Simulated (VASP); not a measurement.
Mg8HO8 (a cell with a defect): single point with PBEsol

The system is Mg8HO8 (a cell with a defect).

```
Mg O H
1.0
     0.00000    3.98300    3.98300
     3.98300    0.00000    3.98300
     3.98300    3.98300    0.00000
Mg O H
8 8 1
Direct
  0.96983 0.06511 0.93047
  0.94456 0.02204 0.52408
  0.99529 0.49236 0.98394
  0.98386 0.50459 0.47447
  0.47224 0.03200 0.95163
  0.51057 0.96703 0.44815
  0.47165 0.51285 0.98843
  0.48627 0.50213 0.46698
  0.24685 0.23811 0.23653
  0.23599 0.25851 0.72025
  0.25741 0.76293 0.21857
  0.25162 0.74820 0.71243
  0.72985 0.23816 0.24620
  0.69902 0.26736 0.73131
  0.76200 0.77142 0.20657
  0.73819 0.73731 0.74906
  0.06444 0.92208 0.23491
```

| Property | Result |
| --- | --- |
| Program | VASP 6.6.1 |
| Task | single point |
| Functional | PBEsol |
| Potentials or basis | VASP PAW PBE potentials, release 64 (Mg, O, H) |
| Cutoff | 520 eV |
| k mesh | 2 × 2 × 2 |
| Occupations | fermi-dirac, width 0.02 eV |
| Spin | no spin polarisation |
| Dipole correction | no |
| Charge | 1 |
| Further INCAR settings | LREAL = Auto; ALGO = Normal; EDIFF = 1e-07; NBANDS = 46; NELECT = 64.0 |

* Largest force: 4.282 eV/Å

Forces on the atoms (eV/Å):
```
Mg  -1.704  0.368 -2.228
Mg  -1.648  1.394  0.502
Mg   0.857 -0.378  0.902
Mg   0.081  0.047 -0.035
Mg  -0.300  2.087 -0.660
Mg   4.239  0.602 -0.020
Mg  -1.438 -0.670 -0.018
Mg   0.983  0.479  0.313
O    0.886 -1.550 -0.463
O   -0.220 -1.009  0.168
O    1.149 -1.629 -1.244
O    1.441 -0.435 -0.741
O   -1.021  0.312  1.358
O    1.004  0.802  2.490
O   -3.005  0.080 -0.628
O   -0.561 -0.991  0.488
H   -0.743  0.490 -0.182
```

Levels at points of the mesh, in eV from the Fermi level:
| k point | band 29 | band 30 | band 31 | band 32 | band 33 | band 34 | band 35 | band 36 |
| --- | --- | --- | --- | --- | --- | --- | --- | --- |
| (0.00, 0.00, 0.00) | -1.06 | -0.49 | -0.47 | -0.45 | 4.68 | 6.75 | 7.89 | 8.16 |
| (0.50, 0.00, 0.00) | -1.01 | -0.88 | -0.81 | -0.74 | 6.87 | 7.94 | 8.46 | 9.49 |
| (0.00, 0.50, 0.00) | -1.10 | -0.99 | -0.76 | -0.71 | 6.51 | 7.80 | 8.67 | 9.47 |
| (0.00, 0.00, 0.50) | -1.12 | -1.04 | -0.70 | -0.68 | 5.67 | 8.05 | 8.76 | 9.41 |
| (0.50, 0.50, 0.50) | -1.21 | -1.00 | -0.74 | -0.65 | 5.68 | 7.95 | 8.80 | 9.24 |
| (0.50, 0.50, 0.00) | -1.23 | -1.11 | -1.04 | -0.97 | 6.26 | 8.91 | 9.47 | 9.87 |
| (0.00, 0.50, 0.50) | -1.37 | -1.29 | -0.90 | -0.85 | 6.96 | 8.80 | 9.45 | 9.81 |
| (0.50, 0.00, 0.50) | -1.39 | -1.33 | -0.93 | -0.86 | 6.99 | 8.89 | 9.19 | 9.72 |

Wall time 81 s on 1 thread of Intel(R) Xeon(R) 6975P-C (Granite Rapids) (shared host), peak memory 0.26 GiB.

Caveat: the k points lie up to 0.68 Å⁻¹ apart; the cell carries a net charge on a neutralising background, which shifts energy and pressure; the cell is charged against a uniform background, so pressure and absolute levels hang on convention; the PAW data sets were made with another functional, which shifts forces and pressure a little.
